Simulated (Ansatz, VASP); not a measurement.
## ZrC in VASP and in Ansatz

File INCAR:

```
PREC = Accurate
ENCUT = 520
EDIFF = 1E-6
ISMEAR = -1
SIGMA = 0.05
LREAL = False
LASPH = True
NELM = 60
ALGO = Normal
ISIF = 2
LWAVE = False
LCHARG = True
GGA = PS
LELF = True
LVHAR = True
NBANDS = 24
```

KPOINTS

```
Automatic mesh
0
Gamma
  9 9 5
```

The input POSCAR:

```
ZrC
1.0
    3.3236467464      0.0000000000      0.0000000000
   -1.6618233732      2.8783625155      0.0000000000
    0.0000000000      0.0000000000      5.2900530000
Zr C
2 2
Direct
    0.6666666667      0.3333333333      0.7500000000
    0.3333333333      0.6666666667      0.2500000000
    0.0000000000      0.0000000000      0.5000000000
    0.0000000000      0.0000000000      0.0000000000
```

input.yaml

```yaml
crystal:
  lattice:
    - [3.3236467464, 0.0, 0.0]
    - [-1.6618233732, 2.8783625155, 0.0]
    - [0.0, 0.0, 5.290053]
  atoms:
    - { symbol: Zr, position: [0.6666666667, 0.3333333333, 0.75] }
    - { symbol: Zr, position: [0.3333333333, 0.6666666667, 0.25] }
    - { symbol: C, position: [0.0, 0.0, 0.5] }
    - { symbol: C, position: [0.0, 0.0, 0.0] }
kpoints:
  mp_grid: { grid: [9, 9, 5] }
  band_path:
    path:
      - [0.0, 0.0, 0.0]
      - [0.5, 0.0, 0.0]
      - [0.3333333333, 0.3333333333, 0.0]
      - [0.0, 0.0, 0.0]
      - [0.0, 0.0, 0.5]
      - [0.5, 0.0, 0.5]
      - [0.3333333333, 0.3333333333, 0.5]
      - [0.0, 0.0, 0.5]
    npoints: 8
scf:
  occupations: { method: fermi_dirac, width: 0.05 }
hamiltonian:
  xc: pbesol
  pseudopotentials: { kind: all_electron, lapw: { basis_error: 0.002 } }
output:
  forces: true
  stress: true
  eigenvalues: true
```

Change from the starting cell: strain_xy = -0.02.

Alike in both runs: functional PBEsol; k mesh 9 × 9 × 5; occupations fermi-dirac, width 0.05 eV; no spin polarisation.

|  | VASP | Ansatz |
| --- | --- | --- |
| version | VASP 6.6.1 | Ansatz 0.2.0 |
| potentials or method | VASP PAW PBE potentials, release 64 (Zr_sv, C), cutoff 520 eV | all-electron LAPW, scalar-relativistic |
| task | single point | band structure |

|  | VASP | Ansatz | Ansatz less VASP |
| --- | --- | --- | --- |
| gap on the k mesh at the Fermi level (eV) | none | none | - |
| pressure (GPa) | 1.5 | 1.2 | -0.33 |
| traceless stress, the component that is largest in VASP (GPa) | -1.02 | -1.01 | +0.013 |

VASP's potentials were made for PBE, not for PBEsol. A gap of «none» marks a metal or a gap that the smearing closes. Ansatz ran all-electron here, and VASP with PAW potentials.
